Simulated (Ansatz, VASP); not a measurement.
**One calculation of GaN, two programs**

```
Ga N
1.0
     0.00000    2.22770    2.22770
     2.22770    0.00000    2.22770
     2.22770    2.22770    0.00000
Ga N
1 1
Direct
  0.00000 0.00000 0.00000
  0.25000 0.25000 0.25000
```

Alike in both runs: functional LDA; k mesh 14 × 14 × 14; occupations fermi-dirac, width 0.1 eV; no spin polarisation.

Ansatz relaxed the structure, and its values are those at the end. VASP's run is a single point on that final structure, the one shown.

|  | VASP | Ansatz |
| --- | --- | --- |
| version | VASP 6.6.1 | Ansatz 0.2.0 |
| potentials or method | VASP PAW LDA potentials, release 64 (Ga_d, N) | PAW with Ansatz's default frozen-core files, scalar-relativistic |
| plane-wave cutoff (eV) | 520 | 420 |
| valence electrons in the cell | 18 | 18 |

```tsv
	VASP	Ansatz	Ansatz less VASP
pressure (GPa)	1.1	0.0	-1.11
```

LDA's correlation is that of Perdew and Zunger in VASP and of Perdew and Wang (1992) in Ansatz.
